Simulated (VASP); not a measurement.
Set up this calculation in VASP 6.6.1, as the native input.

```
Task                   : single point
Functional             : PBEsol
Potentials or basis    : VASP PAW PBE potentials, release 64 (K_sv, Mg, F)
Cutoff                 : 520 eV
k mesh                 : 6 × 6 × 6
Occupations            : gaussian, width 0.05 eV
Spin                   : no spin polarisation
Dipole correction      : no
Further INCAR settings : ALGO = Normal; EDIFF = 1e-06; NBANDS = 24
```

The structure of KMgF3 lies in POSCAR:

```
KMgF3
1.0
    3.9261115000      0.0000000000      0.0000000000
    0.0000000000      3.9261115000      0.0000000000
    0.0000000000      0.0000000000      3.9261115000
K Mg F
1 1 3
Direct
    0.5000000000      0.5000000000      0.5000000000
    0.0000000000      0.0000000000      0.0000000000
    0.5000000000      0.0000000000      0.0000000000
    0.0000000000      0.5000000000      0.0000000000
    0.0000000000      0.0000000000      0.5000000000
```

This cell differs from its parent crystal: strain -0.015 along x and y, -0.015 along z.

One way to write it, as run:

INCAR

```
PREC = Accurate ; ENCUT = 520
EDIFF = 1E-6 ; ISMEAR = 0
SIGMA = 0.05 ; LREAL = False
LASPH = True ; NELM = 80
ALGO = Normal ; ISIF = 2
LWAVE = False ; LCHARG = True
GGA = PS ; LELF = True
LVHAR = True ; NBANDS = 24
```

KPOINTS

```
regular mesh
0
Gamma
  6 6 6
```

Potentials or basis: VASP PAW PBE potentials, release 64 (K_sv, Mg, F).

Run with:

```console
$ cat potpaw_PBE.64/K_sv/POTCAR potpaw_PBE.64/Mg/POTCAR potpaw_PBE.64/F/POTCAR > POTCAR
$ mpirun -np 1 vasp_std > vasp.out
```

It gave:

| Quantity | Value |
| --- | --- |
| Pressure | 3.6 GPa |
| Band gap on the k mesh | 7.47 eV (least direct gap 7.79 eV) |

Caveat: the cell differs from its parent crystal (strain -0.015 along x and y, -0.015 along z); the cell stands under pressure; the PAW data sets were made with another functional, which shifts forces and pressure a little.

Wall time 28 s on 1 thread of Intel(R) Xeon(R) Platinum 8259CL CPU @ 2.50GHz (Skylake/Cascade Lake), on a shared host, peak memory 0.18 GiB.
